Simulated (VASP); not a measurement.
Set up this calculation in VASP 6.6.1, as the native input.

* Task: single point
* Functional: r2SCAN
* Potentials or basis: VASP PAW PBE potentials, release 64 (Al, O)
* Cutoff: 520 eV
* k mesh: 6 × 6 × 6
* Occupations: gaussian, width 0.01 eV
* Spin: no spin polarisation
* Dipole correction: no
* Further INCAR settings: ALGO = Normal; EDIFF = 1e-07; NBANDS = 35

Al2O3:

```xyz
10
Lattice="2.4260 1.4006 4.4168 -2.4260 1.4006 4.4168 0.0000 -2.8013 4.4168" Properties=species:S:1:pos:R:3 pbc="T T T"
Al    0.0000    0.0000    4.6629
Al    0.0000    0.0000    1.9622
Al    0.0000    0.0000    8.5874
Al    0.0000    0.0000   11.2880
O    -0.9395    1.4006    7.7293
O    -0.7432   -1.5140    7.7293
O     1.6827    0.1133    7.7293
O     0.9395   -1.4006    5.5209
O     0.7432    1.5140    5.5209
O    -1.6827   -0.1133    5.5209
```

One way to write it, as run:

POSCAR

```
Al2O3
1.0
    2.4259864167      1.4006439107      4.4167533132
   -2.4259864167      1.4006439107      4.4167533132
    0.0000000000     -2.8012878214      4.4167533132
Al O
4 6
Direct
    0.3519098049      0.3519098049      0.3519098049
    0.1480901951      0.1480901951      0.1480901951
    0.6480901951      0.6480901951      0.6480901951
    0.8519098049      0.8519098049      0.8519098049
    0.5563680097      0.9436319903      0.2500000000
    0.2500000000      0.5563680097      0.9436319903
    0.9436319903      0.2500000000      0.5563680097
    0.4436319903      0.0563680097      0.7500000000
    0.7500000000      0.4436319903      0.0563680097
    0.0563680097      0.7500000000      0.4436319903
```

INCAR.step1

```
SYSTEM = Al2O3
PREC = Accurate
ENCUT = 520
ISMEAR = 0
SIGMA = 0.01
LREAL = .False.
LASPH = .True.
NELM = 60
NBANDS = 35
GGA = PE
ALGO = Normal
EDIFF = 1E-4
LWAVE = .True.
LCHARG = .False.
```

INCAR.step2

```
SYSTEM = Al2O3
PREC = Accurate
ENCUT = 520
EDIFF = 1E-7
ISMEAR = 0
SIGMA = 0.01
LREAL = .False.
LASPH = .True.
NELM = 60
ALGO = Normal
ISIF = 2
LWAVE = .False.
LCHARG = .False.
METAGGA = R2SCAN
LMIXTAU = .True.
NBANDS = 35
ISTART = 1
```

KPOINTS

```
regular mesh
0
Gamma
  6 6 6
  0 0 0
```

Potentials or basis: VASP PAW PBE potentials, release 64 (Al, O).

The run is started by

```bash
$ cat potpaw_PBE.64/Al/POTCAR potpaw_PBE.64/O/POTCAR > POTCAR
$ cp INCAR.step1 INCAR
$ mpirun -np 1 vasp_std > vasp.out
$ cp INCAR.step2 INCAR
$ mpirun -np 1 vasp_std > vasp.out
```

It gave:

The pressure is -13.9 GPa. The largest force is 0.076 eV/Å and the band gap on the k mesh is 6.41 eV.

Caveat: the cell stands under tension; the PAW data sets were made with another functional, which shifts forces and pressure a little.

Run time: 4.9 min on 1 thread of Intel(R) Xeon(R) Platinum 8488C (Sapphire Rapids), on a shared host, peak memory 0.28 GiB.
